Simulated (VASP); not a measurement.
A run of VASP 6.6.1 is set up as follows.

The input INCAR:

```
SYSTEM = PbS
PREC = Accurate
ENCUT = 520
EDIFF = 1E-7
ISMEAR = 0
SIGMA = 0.01
LREAL = .FALSE.
LASPH = .TRUE.
NELM = 80
ALGO = Normal
ISIF = 2
LWAVE = .FALSE.
LCHARG = .FALSE.
GGA = PS
NBANDS = 17
```

KPOINTS

```
Automatic mesh
0
G
  10 10 10
  0 0 0
```

The input POSCAR:

```
PbS
1.0
    0.0000000000      2.9518857612      2.9518857612
    2.9518857612      0.0000000000      2.9518857612
    2.9518857612      2.9518857612      0.0000000000
Pb S
1 1
Direct
    0.0000000000      0.0000000000      0.0000000000
    0.5000000000      0.5000000000      0.5000000000
```

Potentials or basis: VASP PAW PBE potentials, release 64 (Pb_d, S).

Launch:

```sh
$ cat potpaw_PBE.64/Pb_d/POTCAR potpaw_PBE.64/S/POTCAR > POTCAR
$ mpirun -np 1 vasp_std > vasp.out
```

(1) What does it give for the band gap on the k mesh?

(2) Estimate the pressure.

## Answers

(1) 0.20 eV, direct.

(2) -0.1 GPa.

Caveat: the PAW data sets were made with another functional, which shifts forces and pressure a little; spin-orbit coupling is left out, which moves the levels of the heavy elements.
